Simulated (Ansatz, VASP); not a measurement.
# Al3BSb2 in VASP and in Ansatz

INCAR

```
SYSTEM = Al3BSb2
  PREC = Accurate
  ENCUT = 520
  EDIFF = 1E-7
  ISMEAR = 0
  SIGMA = 0.2
  LREAL = .FALSE.
  LASPH = .TRUE.
  NELM = 60
  ALGO = Normal
  ISIF = 2
  LWAVE = .FALSE.
  LCHARG = .FALSE.
  GGA = PE
  NBANDS = 34
```

File KPOINTS:

```
regular mesh
0
G
  6 4 2
  0 0 0
```

File POSCAR:

```
Al3BSb2
1.0
    3.4930244575      0.0000000000      0.0000000000
   -0.0000000001      6.0500958325      0.0000000000
    0.0000000000      0.0000000000     10.8221465725
Al B Sb
6 2 4
Direct
    1.0000000000      0.3333333333      0.0855463777
    0.5000000000      0.8333333333      0.0855463777
    0.5000000000      0.1666666667      0.9144536223
    1.0000000000      0.6666666667      0.9144536223
    1.0000000000      1.0000000000      0.5000000000
    0.5000000000      0.5000000000      0.5000000000
    0.0000000000      0.0000000000      1.0000000000
    0.5000000000      0.5000000000      0.0000000000
    0.5000000000      0.1666666667      0.3118526187
    1.0000000000      0.6666666667      0.3118526187
    1.0000000000      0.3333333333      0.6881473813
    0.5000000000      0.8333333333      0.6881473813
```

Input for Ansatz:

```yaml
crystal:
  lattice:
    - [3.4930244575, 0.0, 0.0]
    - [-1.0e-10, 6.0500958325, 0.0]
    - [0.0, 0.0, 10.8221465725]
  atoms:
    - { symbol: Al, position: [1.0, 0.3333333333, 0.0855463777] }
    - { symbol: Al, position: [0.5, 0.8333333333, 0.0855463777] }
    - { symbol: Al, position: [0.5, 0.1666666667, 0.9144536223] }
    - { symbol: Al, position: [1.0, 0.6666666667, 0.9144536223] }
    - { symbol: Al, position: [1.0, 1.0, 0.5] }
    - { symbol: Al, position: [0.5, 0.5, 0.5] }
    - { symbol: B, position: [0.0, 0.0, 1.0] }
    - { symbol: B, position: [0.5, 0.5, 0.0] }
    - { symbol: Sb, position: [0.5, 0.1666666667, 0.3118526187] }
    - { symbol: Sb, position: [1.0, 0.6666666667, 0.3118526187] }
    - { symbol: Sb, position: [1.0, 0.3333333333, 0.6881473813] }
    - { symbol: Sb, position: [0.5, 0.8333333333, 0.6881473813] }
basis:
  ecutwfc: 420
kpoints:
  mp_grid: { grid: [6, 4, 2] }
hamiltonian:
  xc: pbe
scf:
  occupations: { method: gaussian, width: 0.2 }
  lower_state_search: "off"
output:
  forces: true
  stress: true
  eigenvalues: true
```

Alike in both runs: task single point; functional PBE; k mesh 6 × 4 × 2; occupations gaussian, width 0.2 eV; no spin polarisation.

|  | VASP | Ansatz |
| --- | --- | --- |
| version | VASP 6.6.1 | Ansatz 0.2.0 |
| potentials or method | VASP PAW PBE potentials, release 64 (Al, B, Sb), cutoff 520 eV | scalar-relativistic, plane waves, PAW |
| valence electrons in the cell | 44 | 84 |

|  | VASP | Ansatz | Ansatz less VASP |
| --- | --- | --- | --- |
| gap on the k mesh at the Fermi level (eV) | none | none | - |
| pressure (GPa) | 0.0 | 0.0 | -0.04 |
| traceless stress, the component that is largest in VASP (GPa) | 0.24 | 0.27 | +0.029 |
| rms of the force components (eV/Å) | 0.034 | 0.027 | -0.0068 |

Atom by atom the forces differ by 0.007 eV/Å (rms over components). A gap of «none» marks a metal or a gap that the smearing closes. The functional is the same, so the differences come from potentials, cutoffs and numerics. VASP's potentials hold 44 valence electrons a cell and Ansatz's 84, so a difference there can come from the potentials and not from the codes.

Spin-orbit coupling is off throughout.
